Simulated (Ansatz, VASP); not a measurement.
# BN: VASP beside Ansatz

The input INCAR:

```
SYSTEM = BN
ALGO = Normal
EDIFF = 1E-6
ENCUT = 520
GGA = PE
ISIF = 2
ISMEAR = 0
LASPH = .TRUE.
LCHARG = .FALSE.
LREAL = .FALSE.
LWAVE = .FALSE.
NBANDS = 26
NELM = 100
PREC = Accurate
SIGMA = 0.05
```

Contents of KPOINTS:

```
k-points
0
G
  6 6 10
  0 0 0
```

POSCAR

```
BN
1.0
    4.5222000000      0.0000000000      0.0000000000
    0.0000000000      4.5222000000      0.0000000000
    0.0000000000      0.0000000000      2.7021000000
B N
4 4
Direct
    0.1742811368      0.8257188632      0.5000000000
    0.3257188632      0.3257188632      0.0000000000
    0.6742811368      0.6742811368      0.0000000000
    0.8257188632      0.1742811368      0.5000000000
    0.8126115048      0.8126115048      0.5000000000
    0.3126115048      0.6873884952      0.0000000000
    0.6873884952      0.3126115048      0.0000000000
    0.1873884952      0.1873884952      0.5000000000
```

Input for Ansatz:

```yaml
crystal:
  lattice:
    - [4.5222, 0.0, 0.0]
    - [0.0, 4.5222, 0.0]
    - [0.0, 0.0, 2.7021]
  atoms:
    - { symbol: B, position: [0.1742811368, 0.8257188632, 0.5] }
    - { symbol: B, position: [0.3257188632, 0.3257188632, 0.0] }
    - { symbol: B, position: [0.6742811368, 0.6742811368, 0.0] }
    - { symbol: B, position: [0.8257188632, 0.1742811368, 0.5] }
    - { symbol: "N", position: [0.8126115048, 0.8126115048, 0.5] }
    - { symbol: "N", position: [0.3126115048, 0.6873884952, 0.0] }
    - { symbol: "N", position: [0.6873884952, 0.3126115048, 0.0] }
    - { symbol: "N", position: [0.1873884952, 0.1873884952, 0.5] }
basis:
  ecutwfc: 520.0
kpoints:
  mp_grid: { grid: [6, 6, 10] }
hamiltonian:
  xc: pbe
  pseudopotentials: { kind: paw, azcp: { folder: soft_1 } }
scf:
  occupations: { method: gaussian, width: 0.05 }
output:
  forces: true
  stress: true
  eigenvalues: true
```

Alike in both runs: task single point; functional PBE; k mesh 6 × 6 × 10; occupations gaussian, width 0.05 eV; no spin polarisation.

|  | VASP | Ansatz |
| --- | --- | --- |
| version | VASP 6.6.1 | Ansatz 0.2.0 |
| potentials or method | VASP PAW PBE potentials, release 64 (B, N), cutoff 520 eV | scalar-relativistic, plane waves, PAW |
| valence electrons in the cell | 32 | 32 |

Ansatz gave:

| Quantity | Value |
| --- | --- |
| gap on the k mesh at the Fermi level (eV) | 4.82 |
| least direct gap on the mesh (eV) | 5.68 |
| rms of the force components (eV/Å) | 0.028 |

Task: Which values does VASP return?

Result: gap on the k mesh at the Fermi level (eV): 4.81; least direct gap on the mesh (eV): 5.68; rms of the force components (eV/Å): 0.024.

Atom by atom the forces differ by 0.004 eV/Å (rms over components).
